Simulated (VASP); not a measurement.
# ZrS (Fm-3m) in VASP: notebook, part 2 of 2

VASP 6.6.1. Earlier steps stand in the parts before.

## Step 3: Relaxation of cell and atoms, LDA

INCAR reads:

```
ALGO = Normal
EDIFF = 1E-6
EDIFFG = -0.01
ENCUT = 600
GGA = CA
IBRION = 2
ISIF = 3
ISMEAR = 0
LASPH = T
LCHARG = F
LREAL = F
LWAVE = F
NELM = 100
NSW = 80
PREC = Accurate
SIGMA = 0.1
```

KPOINTS reads:

```
k-points
0
Gamma
  14 14 14
```

POSCAR reads:

```
ZrS
1.0
    0.0000000000      2.6250000000      2.6250000000
    2.6250000000      0.0000000000      2.6250000000
    2.6250000000      2.6250000000      0.0000000000
Zr S
1 1
Direct
    0.0000000000      0.0000000000      0.0000000000
    0.5000000000      0.5000000000      0.5000000000
```

Potentials or basis: VASP PAW LDA potentials, release 64 (Zr_sv, S).

The run is started by

```sh
cat potpaw_LDA.64/Zr_sv/POTCAR potpaw_LDA.64/S/POTCAR > POTCAR
mpirun -np 1 vasp_std > vasp.out
```

OUTCAR:

```text
EDIFF = 1E-6
   EDIFFG = -0.01
   ENCUT = 600
   GGA = CA
   IBRION = 2
   ISIF = 3
   ISMEAR = 0
   LASPH = T
   LREAL = F
   NELM = 100
   NSW = 80
   PREC = Accurate

 ion  position               nearest neighbor table
   1  0.000  0.000  0.000-   2 2.62   2 2.62   2 2.62   2 2.62   2 2.62   2 2.62
   2  0.500  0.500  0.500-   1 2.62   1 2.62   1 2.62   1 2.62   1 2.62   1 2.62

  LATTYP: Found a face centered cubic cell.
 ALAT       =     5.2500000000

  Lattice vectors:

 A1 = (   0.0000000000,   2.6250000000,   2.6250000000)
 A2 = (   2.6250000000,   0.0000000000,   2.6250000000)
 A3 = (   2.6250000000,   2.6250000000,   0.0000000000)

Analysis of symmetry for initial positions (statically):
=====================================================================
 Subroutine PRICEL returns:
 Original cell was already a primitive cell.

 Routine SETGRP: Setting up the symmetry group for a
 face centered cubic supercell.

 Subroutine GETGRP returns: Found 48 space group operations
 (whereof 48 operations were pure point group operations)
 out of a pool of 48 trial point group operations.

The static configuration has the point symmetry O_h .

Analysis of symmetry for dynamics (positions and initial velocities):
=====================================================================
 Subroutine PRICEL returns:
 Original cell was already a primitive cell.

 Routine SETGRP: Setting up the symmetry group for a
 face centered cubic supercell.

 Subroutine GETGRP returns: Found 48 space group operations
 (whereof 48 operations were pure point group operations)
 out of a pool of 48 trial point group operations.

The dynamic configuration has the point symmetry O_h .

 Subroutine INISYM returns: Found 48 space group operations
 (whereof 48 operations are pure point group operations),
 and found     1 'primitive' translations

----------------------------------------------------------------------------------------

                                     Primitive cell

[... 129 lines left out ...]

--------------------------------------- Ionic step        1  -------------------------------------------

 number of electron      17.9999999 magnetization

 Free energy of the ion-electron system (eV)
  ---------------------------------------------------
  ext. energy  EPLUGINS =         0.00000000
  ---------------------------------------------------
  free energy    TOTEN  =       -17.09563990 eV

  energy without entropy =      -17.08793458  energy(sigma->0) =      -17.09178724

------------------------ aborting loop because EDIFF is reached ----------------------------------------

  FORCE on cell =-STRESS in cart. coord.  units (eV):
  Direction    XX          YY          ZZ          XY          YZ          ZX
  --------------------------------------------------------------------------------------
  -------------------------------------------------------------------------------------
  Total       -1.9899451     -1.9899451     -1.9899451      0.0000000      0.0000000     -0.0000000
  in kB      -88.1320255    -88.1320255    -88.1320255      0.0000000      0.0000000     -0.0000000
  external PRESSURE =     -88.1320255 kB  Pullay stress =       0.0000000 kB
[... 95 lines left out ...]
--------------------------------------- Ionic step        4  -------------------------------------------

 number of electron      18.0000001 magnetization

 Free energy of the ion-electron system (eV)
  ---------------------------------------------------
  ext. energy  EPLUGINS =         0.00000000
  ---------------------------------------------------
  free energy    TOTEN  =       -17.16239449 eV

  energy without entropy =      -17.15531212  energy(sigma->0) =      -17.15885330

 E-fermi :  11.3628     XC(G=0): -11.8478

 val. band max:       11.3569905200   @ k =   0.5000   0.1429   0.0000
 cond. band min:      11.3687995330   @ k =   0.2857   0.0000   0.0000
 fundamental gap:      0.0118090130
 Fermi energy:        11.3628153151

 k-point     1 :       0.0000    0.0000    0.0000
  band No.  band energies     occupation
      1     -38.1954      2.00000
      2     -16.3145      2.00000
      3     -16.3145      2.00000
      4     -16.3145      2.00000
      5      -4.6780      2.00000
      6       7.8645      2.00000
      7       7.8645      2.00000
      8       7.8645      2.00000
      9       9.8474      2.00000
     10       9.8474      2.00000
     11       9.8474      2.00000
     12      10.5862      2.00000
     13      10.5862      2.00000
[... 354 lines left out ...]
  band No.  band energies     occupation
      1     -38.1733      2.00000
      2     -16.5411      2.00000
      3     -16.3654      2.00000
      4     -16.3578      2.00000
      5      -3.8413      2.00000
      6       4.6880      2.00000
      7       6.2605      2.00000
      8       6.5324      2.00000
      9       9.5433      2.00000
     10      11.5761      0.00256
     11      12.0618      0.00000
     12      12.7521      0.00000
     13      13.8891      0.00000

 [... further k-points ...]
[... 5 lines left out ...]
  --------------------------------------------------------------------------------------
  -------------------------------------------------------------------------------------
  Total        0.0000674      0.0000674      0.0000674     -0.0000000      0.0000000     -0.0000000
  in kB        0.0031874      0.0031874      0.0031874     -0.0000000      0.0000000     -0.0000000
  external PRESSURE =       0.0031874 kB  Pullay stress =       0.0000000 kB
[... 17 lines left out ...]
  FREE ENERGIE OF THE ION-ELECTRON SYSTEM (eV)
  ---------------------------------------------------
  free  energy   TOTEN  =       -17.1623944894 eV

  energy  without entropy=      -17.1553121165  energy(sigma->0) =      -17.15885330

 reached required accuracy - stopping structural energy minimisation
```

OSZICAR:

```text
N       E                     dE             d eps       ncg     rms          rms(c)
DAV:   1     0.141228047317E+03    0.14123E+03   -0.10508E+04  2704   0.150E+03
DAV:   2    -0.105678779205E+02   -0.15180E+03   -0.14713E+03  3249   0.344E+02
[... 34 lines left out ...]
DAV:   1    -0.171625834529E+02   -0.21575E-03   -0.61944E-03  2969   0.846E-01    0.161E-01
DAV:   2    -0.171624170812E+02    0.16637E-03   -0.46460E-04  3039   0.244E-01    0.453E-02
DAV:   3    -0.171623888374E+02    0.28244E-04   -0.18606E-04  4159   0.112E-01    0.241E-02
DAV:   4    -0.171623919635E+02   -0.31261E-05   -0.48406E-06  3269   0.217E-02    0.121E-02
DAV:   5    -0.171623940231E+02   -0.20596E-05   -0.31938E-06  3199   0.117E-02    0.616E-03
DAV:   6    -0.171623944894E+02   -0.46628E-06   -0.45946E-07  1687   0.609E-03
   4 F= -.17162394E+02 E0= -.17158853E+02  d E =-.667546E-01
```

Wall time 82 s (1 thread of AMD EPYC 9R45 (Zen 5), shared host); peak memory 0.18 GiB.

Results:

```yaml
Free_energy: -17.1624 eV
Relaxed_volume: 16.94 Å³/atom
Relaxed_cell: a = 3.632 Å, b = 3.632 Å, c = 3.632 Å, α = 60.00°, β = 60.00°, γ = 60.00°
Space_group_after_relaxing_to_0.1_Å: Fm-3m (No. 225)
Energy_gained_by_relaxing: 33.4 meV/atom
Ionic_steps: 4
Pressure_after_relaxing: 0.0 GPa
```

The path:
```tsv
step	energy change (eV)	largest force (eV/Å)	pressure (GPa)	volume (Å³)
1	0.0000	0.0000	-8.81	36.18
2	0.0523	0.0000	15.35	31.21
3	-0.0667	0.0000	-0.19	33.93
4	-0.0668	0.0000	0.00	33.89
```

Final structure:
```
CELL_PARAMETERS angstrom
0.00000 2.56844 2.56844
2.56844 0.00000 2.56844
2.56844 2.56844 0.00000
ATOMIC_POSITIONS crystal
Zr 0.00000 0.00000 0.00000
S 0.50000 0.50000 0.50000
```

Levels at points of the mesh, in eV from the Fermi level:
```
           k point  band 7  band 8  band 9  band 10  band 11  band 12
(0.00, 0.00, 0.00)   -3.50   -3.50   -1.52    -1.52    -1.52    -0.78
(0.50, 0.00, 0.00)   -6.20   -6.20    1.60     1.60     1.99     2.00
(0.50, 0.50, 0.00)   -4.45   -4.45   -3.76     0.52     2.59     2.59
```

Caveat: the highest band is partly filled, so the run has too few bands. Zero-point motion and thermal expansion aren't in these numbers.
